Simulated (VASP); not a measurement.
## CuSi16 (a cell with a defect): single point with r2SCAN+D3(BJ)

CuSi16 (a cell with a defect):

```
CELL_PARAMETERS angstrom
0.00000 5.43000 5.43000
5.43000 0.00000 5.43000
5.43000 5.43000 0.00000
ATOMIC_POSITIONS crystal
Si 0.00325 0.98933 0.00387
Si 0.12725 0.11397 0.12726
Si 0.99396 0.00607 0.50004
Si 0.12717 0.11383 0.63184
Si 0.00542 0.48850 0.00506
Si 0.12782 0.61580 0.12832
Si 0.00527 0.48836 0.50129
Si 0.12200 0.61948 0.62929
Si 0.50008 0.00600 0.99374
Si 0.63120 0.11413 0.12734
Si 0.49996 0.00604 0.50016
Si 0.61439 0.15673 0.61445
Si 0.50077 0.48866 0.00520
Si 0.62960 0.61972 0.12105
Si 0.49117 0.52783 0.49028
Si 0.62940 0.61960 0.62948
Cu 0.73829 0.78815 0.73626
```

```json
{
  "Program": "VASP 6.6.1",
  "Task": "single point",
  "Functional": "r2SCAN",
  "Dispersion": "D3(BJ)",
  "Potentials or basis": "VASP PAW PBE potentials, release 64 (Si, Cu)",
  "Cutoff": "520 eV",
  "k mesh": "2 × 2 × 2",
  "Occupations": "gaussian, width 0.02 eV",
  "Spin": "no spin polarisation"
}
```

- Largest force: 0.020 eV/Å
- Dispersion energy per atom: -0.157 eV

Forces in eV/Å, atoms in the order of the input:
```
Si   0.006 -0.006  0.007
Si  -0.007  0.015 -0.006
Si   0.007 -0.006  0.010
Si  -0.015  0.006 -0.005
Si  -0.005  0.006 -0.008
Si   0.002 -0.003  0.005
Si  -0.006  0.004 -0.005
Si  -0.001  0.002  0.019
Si   0.013 -0.007  0.006
Si  -0.008  0.008 -0.015
Si   0.007 -0.011  0.006
Si   0.009 -0.011  0.013
Si  -0.007  0.009 -0.007
Si   0.016  0.000  0.000
Si  -0.002  0.002 -0.002
Si   0.000 -0.018 -0.001
Cu  -0.008  0.011 -0.016
```

Levels at points of the mesh, in eV from the Fermi level:
```
           k point  band 34  band 35  band 36  band 37  band 38  band 39  band 40  band 41
(0.00, 0.00, 0.00)    -0.84    -0.44    -0.10    -0.10     0.25     0.90     0.90     0.92
(0.50, 0.00, 0.00)    -0.87    -0.80    -0.69    -0.62     0.84     1.40     1.63     1.64
(0.00, 0.50, 0.00)    -0.88    -0.88    -0.68    -0.68     0.73     1.54     1.68     1.68
(0.00, 0.00, 0.50)    -0.87    -0.80    -0.69    -0.62     0.84     1.39     1.63     1.64
(0.50, 0.50, 0.50)    -0.87    -0.80    -0.69    -0.62     0.84     1.39     1.63     1.64
(0.50, 0.50, 0.00)    -1.52    -1.43    -1.42    -0.91     0.94     1.34     2.39     2.42
(0.00, 0.50, 0.50)    -1.51    -1.43    -1.42    -0.92     0.94     1.34     2.39     2.42
(0.50, 0.00, 0.50)    -1.52    -1.43    -1.42    -0.91     0.94     1.34     2.39     2.42
```

Wall time 16 min on 1 thread of AMD EPYC 9R45 96-Core Processor (Zen 5), with other jobs on the host, peak memory 0.55 GiB.

Caveat: the k points lie up to 0.50 Å⁻¹ apart; the cell carries a net charge on a neutralising background, which shifts energy and pressure; the cell is charged against a uniform background, so pressure and absolute levels hang on convention; the PAW data sets were made with another functional, which shifts forces and pressure a little.
